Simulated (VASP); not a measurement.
# MgRh16 in VASP: a series of runs, part 3 of 3

VASP 6.6.1. Earlier steps stand in the parts before.

## 5. Single point, PBE+D3(BJ)

INCAR

```
ALGO = Normal
EDIFF = 1E-7
ENCUT = 520
GGA = PE
ISIF = 2
ISMEAR = -1
IVDW = 12
LASPH = True
LCHARG = False
LREAL = Auto
LUSENCCL = False
LWAVE = False
NBANDS = 135
NELM = 100
PREC = Accurate
SIGMA = 0.05
```

KPOINTS

```
k-points
0
Gamma
  2 3 1
```

POSCAR

```
MgRh16
1.0
    7.6000000000      0.0000000000      0.0000000000
    0.0000000000      5.3740120000      0.0000000000
    0.0000000000      0.0000000000     17.0305090000
Rh Mg
16 1
Direct
    0.2500000000      0.2500000000      0.0587182098
    0.7500000000      0.2500000000      0.0587182098
    0.2500000000      0.7500000000      0.0587182098
    0.7500000000      0.7500000000      0.0587182098
   -0.0024107895      0.0012980991      0.1274495671
    0.5024100000      0.0012986573      0.1274539710
   -0.0029726316      0.5003150347      0.1293904369
    0.5029709211      0.5003139182      0.1293873835
    0.2499994737      0.2617297840      0.2103777990
    0.7499993421      0.2516775177      0.2171247495
    0.2500000000      0.7452767132      0.2117217988
    0.7500000000      0.7504601776      0.2140754572
    0.0172903947      0.0054279745      0.2825243215
    0.4827060526      0.0054283466      0.2825296061
    0.0027811842      0.5036873755      0.2863844527
    0.4972139474      0.5036873755      0.2863873887
    0.7499959211      0.9360715979      0.3670018318
```

Potentials or basis: VASP PAW PBE potentials, release 64 (Rh_pv, Mg).

Started as:

```bash
$ cat potpaw_PBE.64/Rh_pv/POTCAR potpaw_PBE.64/Mg/POTCAR > POTCAR
$ mpirun -np 1 vasp_std > vasp.out
```

OUTCAR:

```text
EDIFF = 1E-7
   ENCUT = 520
   GGA = PE
   ISIF = 2
   ISMEAR = -1
   IVDW = 12
   LASPH = True
   LREAL = Auto
   NELM = 100
   PREC = Accurate
 IVDW          = 12

 ion  position               nearest neighbor table
   1  0.250  0.250  0.059-   9 2.58   5 2.61   6 2.61   8 2.64   7 2.64   3 2.69   3 2.69
   2  0.750  0.250  0.059-   5 2.59   6 2.59   8 2.60   7 2.60   4 2.69   4 2.69  10 2.70
   3  0.250  0.750  0.059-  11 2.61   5 2.62   6 2.62   8 2.64   7 2.64   1 2.69   1 2.69
   4  0.750  0.750  0.059-   5 2.60   6 2.60   8 2.60   7 2.60  12 2.65   2 2.69   2 2.69
   5  0.998  0.001  0.127-   2 2.59   4 2.60   1 2.61   3 2.62  13 2.65   7 2.68   7 2.69  12 2.74
                            11 2.76   9 2.76  10 2.77
   6  0.502  0.001  0.127-   2 2.59   4 2.60   1 2.61   3 2.62  14 2.65   8 2.68   8 2.69  12 2.74
                            11 2.76   9 2.76  10 2.77
   7  0.997  0.500  0.129-   4 2.60   2 2.60   3 2.64   1 2.64  15 2.67   5 2.68   9 2.69   5 2.69
                            11 2.72  12 2.72  10 2.75
   8  0.503  0.500  0.129-   4 2.60   2 2.60   3 2.64   1 2.64  16 2.67   6 2.68   9 2.69   6 2.69
                            11 2.72  12 2.72  10 2.75
   9  0.250  0.262  0.210-  13 2.56  14 2.56   1 2.58  11 2.60  15 2.63  16 2.63   7 2.69   8 2.69
                             6 2.76   5 2.76  11 2.78
  10  0.750  0.252  0.217-  15 2.63  16 2.63  13 2.67  14 2.67  12 2.68  12 2.69   2 2.70   7 2.75
                             8 2.75   6 2.77   5 2.77  17 3.06
  11  0.250  0.745  0.212-  13 2.56  14 2.56   9 2.60   3 2.61  16 2.61  15 2.61   7 2.72   8 2.72
                             6 2.76   5 2.76   9 2.78
  12  0.750  0.750  0.214-  15 2.64  16 2.64   4 2.65  10 2.68  10 2.69  13 2.71  14 2.71   7 2.72
                             8 2.72   6 2.74   5 2.74  17 2.79
  13  0.017  0.005  0.283-  17 2.52   9 2.56  11 2.56   5 2.65  10 2.67  15 2.68  15 2.70  12 2.71

  14  0.483  0.005  0.283-  17 2.52   9 2.56  11 2.56   6 2.65  10 2.67  16 2.68  16 2.70  12 2.71

  15  0.003  0.504  0.286-  11 2.61   9 2.63  10 2.63  12 2.64   7 2.67  13 2.68  13 2.70  17 3.31

  16  0.497  0.504  0.286-  11 2.61   9 2.63  10 2.63  12 2.64   8 2.67  14 2.68  14 2.70  17 3.31

  17  0.750  0.936  0.367-  14 2.52  13 2.52  12 2.79  10 3.06  16 3.31  15 3.31

  LATTYP: Found a simple orthorhombic cell.
 ALAT       =     5.3740120000
 B/A-ratio  =     1.4142134405
 C/A-ratio  =     3.1690493062

  Lattice vectors:

 A1 = (   0.0000000000,  -5.3740120000,   0.0000000000)
 A2 = (   7.6000000000,   0.0000000000,   0.0000000000)
 A3 = (   0.0000000000,   0.0000000000,  17.0305090000)

Analysis of symmetry for initial positions (statically):
=====================================================================
 Subroutine PRICEL returns:
 Original cell was already a primitive cell.

 Routine SETGRP: Setting up the symmetry group for a
 simple orthorhombic supercell.

 Subroutine GETGRP returns: Found  2 space group operations
 (whereof  1 operations were pure point group operations)
 out of a pool of  8 trial point group operations.

The static configuration has the point symmetry C_1 .
 The point group associated with its full space group is C_1h.

Analysis of symmetry for dynamics (positions and initial velocities):
=====================================================================
 Subroutine PRICEL returns:
 Original cell was already a primitive cell.

 Routine SETGRP: Setting up the symmetry group for a
 simple orthorhombic supercell.

 Subroutine GETGRP returns: Found  2 space group operations
 (whereof  1 operations were pure point group operations)
 out of a pool of  8 trial point group operations.

[... 93 lines left out ...]
   number of dos      NEDOS =    301   number of ions     NIONS =     17
   total plane-waves  NPLWV = 307200
   dimension x,y,z NGX =    60 NGY =   40 NGZ =  128
   dimension x,y,z NGXF=   120 NGYF=   80 NGZF=  256
   ions per type =              16   1
   NGX,Y,Z   is equivalent  to a cutoff of  13.12, 12.37, 12.49 a.u.
   NGXF,Y,Z  is equivalent  to a cutoff of  26.25, 24.75, 24.99 a.u.
 SYSTEM =  unknown system
   PREC   = accura    normal or accurate (medium, high low for compatibility)
   ISTART =      0    job   : 0-new  1-cont  2-samecut
   ICHARG =      2    charge: 1-file 2-atom 10-const
   ISPIN  =      1    spin polarized calculation?
   LNONCOLLINEAR =      F non collinear calculations
   LSORBIT =      F    spin-orbit coupling
   LASPH  =      T    aspherical Exc in radial PAW
   ENCUT  =  520.0 eV  38.22 Ry    6.18 a.u.  14.13  9.99 31.67*2*pi/ulx,y,z
   NELM   =    100;   NELMIN=  2; NELMDL= -5     # of ELM steps
   EDIFF  = 0.1E-06   stopping-criterion for ELM
   LREAL  =      T    real-space projection
   EDIFFG = 0.1E-05   stopping-criterion for IOM
   NSW    =      0    number of steps for IOM
   IBRION =     -1    ionic relax: 0-MD 1-quasi-New 2-CG
   NFREE  =      0    steps in history (QN), initial steepest desc. (CG)
   ISIF   =      2    stress and relaxation
   ISYM   =      2    0-nonsym 1-usesym 2-fastsym
   POTIM  = 0.5000    time-step for ionic-motion
   TEBEG  =    0.0;   TEEND  =   0.0 temperature during run
   PSTRESS=    0.0 pullay stress
   NELECT =     242.0000    total number of electrons
   NUPDOWN=      -1.0000    fix difference up-down
   EMIN   =  10.00;   EMAX   =-10.00  energy-range for DOS
   EFERMI =   0.00;   METHOD = LEGACY
   ISMEAR =    -1;   SIGMA  =   0.05  broadening in eV -4-tet -1-fermi 0-gaus
   EFERMI_NEDOS =   21; number of points for ismear=-14 and -15
   IALGO  =     38    algorithm
   IMIX   =      4    mixing-type and parameters
     AMIX     =   0.40;   BMIX     =  1.00
     AMIX_MAG =   1.60;   BMIX_MAG =  1.00
  volume/ion in A,a.u.               =      40.92       276.11
  Fermi-wavevector in a.u.,A,eV,Ry     =   1.151419  2.175866 18.038133  1.325765
  Thomas-Fermi vector in A             =   2.288077
   LORBIT       =      0    0 simple, 1 ext, 2 COOP (PROOUT), +10 PAW based schemes
   GGA     = PE    functional components
   LHFCALC =     F    Hartree Fock is set to
   AEXX    =    0.0000 exact exchange contribution
   IVDW    =    12    specifies the selected vdW correction
   LEPSILON=     F    determine dielectric tensor
   LRPA    =     F    only Hartree local field effects (RPA)
 non-spin polarized calculation
  energy-cutoff  :      520.00
  volume of cell :      695.57
 maximum number of plane-waves:     18768
 NGX is ok and might be reduce to    60
   NGX = 29   NGY = 19   NGZ = 63

 number of electron     242.0000014 magnetization

 Free energy of the ion-electron system (eV)
  ---------------------------------------------------
  ext. energy  EPLUGINS =         0.00000000
  ---------------------------------------------------
  free energy    TOTEN  =      -105.91731728 eV

  energy without entropy =     -105.57536601  energy(sigma->0) =     -105.74634165

 E-fermi :   1.0543     XC(G=0):  -5.8805

 val. band max:        1.0499591715   @ k =   0.5000   0.0000   0.0000
 cond. band min:       1.0549685018   @ k =   0.5000   0.0000   0.0000
 fundamental gap:      0.0050093303
 Fermi energy:         1.0542589993

 k-point     1 :       0.0000    0.0000    0.0000
  band No.  band energies     occupation
      1     -45.9788      2.00000
      2     -45.9050      2.00000
      3     -45.8710      2.00000
      4     -45.8459      2.00000
      5     -45.7986      2.00000
      6     -45.7776      2.00000
[... 533 lines left out ...]
    132       1.4681      0.00051
    133       1.5548      0.00009
 [bands above 133 left out]

------------------------ aborting loop because EDIFF is reached ----------------------------------------

 Edisp (eV)   -6.56434

 E8    (eV) :    -3.0944

  FORCE on cell =-STRESS in cart. coord.  units (eV):
  Direction    XX          YY          ZZ          XY          YZ          ZX
  --------------------------------------------------------------------------------------
  -------------------------------------------------------------------------------------
  Total      -7.72059    -9.70627    -0.03221     0.00000    -0.74128     0.00000
  in kB     -17.78365   -22.35749    -0.07418     0.00000    -1.70747     0.00000
  external pressure =      -13.41 kB  Pullay stress =        0.00 kB

 VOLUME and BASIS-vectors are now :
 -----------------------------------------------------------------------------
  energy-cutoff  :      520.00
  volume of cell :      695.57
      direct lattice vectors                 reciprocal lattice vectors
     7.600000000  0.000000000  0.000000000     0.131578947  0.000000000  0.000000000
     0.000000000  5.374012000  0.000000000     0.000000000  0.186080716  0.000000000
     0.000000000  0.000000000 17.030509000     0.000000000  0.000000000  0.058718151

 POSITION                                       TOTAL-FORCE (eV/Angst)
 -----------------------------------------------------------------------------------
      1.90000      1.34350      1.00000         0.000000     -0.031227     -0.185941
      5.70000      1.34350      1.00000         0.000000      0.046886      0.185727
      1.90000      4.03051      1.00000         0.000000      0.085857     -0.008207
      5.70000      4.03051      1.00000         0.000000      0.008971     -0.054905
      7.58168      0.00698      2.17053        -0.004468     -0.001560      0.000079
      3.81832      0.00698      2.17061         0.004468     -0.001560      0.000079
[... 9 lines left out ...]
      3.77883      2.70682      4.87732        -0.004872      0.009484      0.012197
      5.69997      5.03046      6.25023         0.000000     -0.199331     -0.015220
 -----------------------------------------------------------------------------------
    total drift:                               -0.423651      0.002048      0.007395

  FREE ENERGIE OF THE ION-ELECTRON SYSTEM (eV)
  ---------------------------------------------------
  free  energy   TOTEN  =      -112.4816577947 eV

  energy  without entropy=     -112.1397065238  energy(sigma->0) =     -112.31068216
```

Wall time 81 s (1 × NVIDIA H100 80GB with 1 thread of AMD EPYC 7R13 (Zen 3), shared host); peak memory 1.6 GiB.

What came out:

```
Free energy                : -112.4817 eV
Largest force              : 0.200 eV/Å
Band gap on the k mesh     : zero (bands 121 and 122 overlap by 0.34 eV)
Dispersion energy per atom : -0.386 eV
```

Forces on the atoms (eV/Å):
```
Rh   0.000 -0.031 -0.186
Rh   0.000  0.047  0.186
Rh   0.000  0.086 -0.008
Rh   0.000  0.009 -0.055
Rh  -0.004 -0.002  0.000
Rh   0.004 -0.002  0.000
Rh  -0.013  0.000 -0.004
Rh   0.013  0.000 -0.004
Rh   0.000 -0.024 -0.023
Rh   0.000 -0.006  0.047
Rh   0.000  0.041 -0.007
Rh   0.000  0.020 -0.019
Rh  -0.017  0.021  0.032
Rh   0.017  0.021  0.032
Rh   0.005  0.009  0.012
Rh  -0.005  0.009  0.012
Mg   0.000 -0.199 -0.015
```

Levels at points of the mesh, in eV from the Fermi level:
| k point | band 119 | band 120 | band 121 | band 122 | band 123 | band 124 |
| --- | --- | --- | --- | --- | --- | --- |
| (0.00, 0.00, 0.00) | 0.23 | 0.24 | 0.26 | 0.27 | 0.31 | 0.37 |
| (0.50, 0.00, 0.00) | -0.12 | -0.03 | 0.00 | 0.00 | 0.09 | 0.09 |

Caveat: the k points lie up to 0.41 Å⁻¹ apart; there is no dipole correction, which matters where the two faces differ.

## 6. Summary

```tsv
cell	gap on the mesh (eV)	largest force (eV/Å)
as given, atomic positions A	none	0.33
as given, atomic positions B	none	0.30
as given, atomic positions C	none	0.29
as given, atomic positions D	none	0.20
```

Alike in all rows: task single point; level PBE+D3(BJ); potentials or basis VASP PAW PBE potentials, release 64 (Rh_pv, Mg); no spin polarisation; k mesh 2 × 3 × 1; cutoff (eV) 520; smearing fermi-dirac 0.05 eV.

Caveats: all runs use coarse meshes; there is no dipole correction, which matters where the two faces differ.

Total energies depend on the potentials used, so only differences within one code and one set of settings carry meaning.
